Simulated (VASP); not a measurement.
Input of a VASP 6.6.1 run:

The input INCAR:

```
ALGO = Normal
EDIFF = 1E-7
ENCUT = 520
GGA = PS
ISIF = 2
ISMEAR = 0
LASPH = T
LCHARG = F
LREAL = Auto
LWAVE = F
NBANDS = 61
NELM = 100
PREC = Accurate
SIGMA = 0.02
```

Contents of KPOINTS:

```
k-points
0
Gamma
  6 4 4
```

The input POSCAR:

```
Al5Ga3N8
1.0
   -0.0014430012     -0.0008331171     -5.0689060247
    3.1368704847      5.4343986660      0.0018002063
    3.1378920567     -5.4349884708      0.0000000000
Ga Al N
3 5 8
Direct
   -0.0011665615      0.1652001798      0.3313124082
   -0.0011665615      0.1652001798      0.8338877716
    0.4990435769      0.3350319095      0.6675159547
   -0.0000345465      0.6672093499      0.3336046750
   -0.0003493759      0.6689294519      0.8344647260
    0.5000651375      0.3355262969      0.1677631485
    0.5002337959      0.8314910624      0.6653480318
    0.5002337959      0.8314910624      0.1661430306
    0.6134880633      0.1629775432      0.3263747209
    0.6134880633      0.1629775432      0.8366028223
    0.6226921529      0.6671763207      0.3335881604
    0.6246105434      0.6744702905      0.8372351453
    0.1147659583      0.3398643471      0.6699321736
    0.1259436724      0.3406399046      0.1703199523
    0.1240761429      0.8259072791      0.6626518608
    0.1240761429      0.8259072791      0.1632554183
```

Potentials or basis: VASP PAW PBE potentials, release 64 (Ga_d, Al, N).

Launch:

```console
$ cat potpaw_PBE.64/Ga_d/POTCAR potpaw_PBE.64/Al/POTCAR potpaw_PBE.64/N/POTCAR > POTCAR
$ mpirun -np 1 vasp_std > vasp.out
```

Problem. Estimate the band gap on the k mesh.

Solution. 3.21 eV.

Problem. What does it give for the largest force?

Solution. 0.013 eV/Å.

Problem. What does it give for the pressure?

Solution. -0.1 GPa.

Forces on the atoms (eV/Å):
```
Ga   0.005  0.000  0.001
Ga   0.003  0.005  0.001
Ga  -0.001 -0.001  0.004
Al   0.001  0.000  0.003
Al  -0.001 -0.001  0.000
Al  -0.001 -0.001 -0.001
Al  -0.001  0.002 -0.001
Al   0.001 -0.002 -0.001
N    0.009 -0.005 -0.006
N    0.000  0.010 -0.006
N    0.001  0.001 -0.001
N   -0.007 -0.004  0.001
N   -0.012 -0.007 -0.002
N   -0.010 -0.006  0.005
N    0.006  0.003  0.002
N    0.006  0.004  0.002
```

Caveat: the PAW data sets were made with another functional, which shifts forces and pressure a little. A k mesh can miss the band edges.
